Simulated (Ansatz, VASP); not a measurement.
## KBr in VASP and in Ansatz

```
K Br
1.0
     0.00000    3.68830    3.68830
     3.68830    0.00000    3.68830
     3.68830    3.68830    0.00000
K Br
1 1
Direct
  0.00000 0.00000 0.00000
  0.25000 0.25000 0.25000
```

Alike in both runs: task single point; functional PBEsol; k mesh 4 × 4 × 4; occupations gaussian, width 0.2 eV; no spin polarisation.

```csv
,VASP,Ansatz
version,VASP 6.6.1,Ansatz 0.2.0
potentials or method,"VASP PAW PBE potentials, release 64 (K_sv, Br)",plane waves
plane-wave cutoff (eV),500,420
valence electrons in the cell,16,16
```

|  | VASP | Ansatz | Ansatz less VASP |
| --- | --- | --- | --- |
| gap on the k mesh at the Fermi level (eV) | 4.29 | 4.29 | +0.002 |
| pressure (GPa) | -0.2 | -0.2 | -0.03 |

VASP's potentials were made for PBE, not for PBEsol.
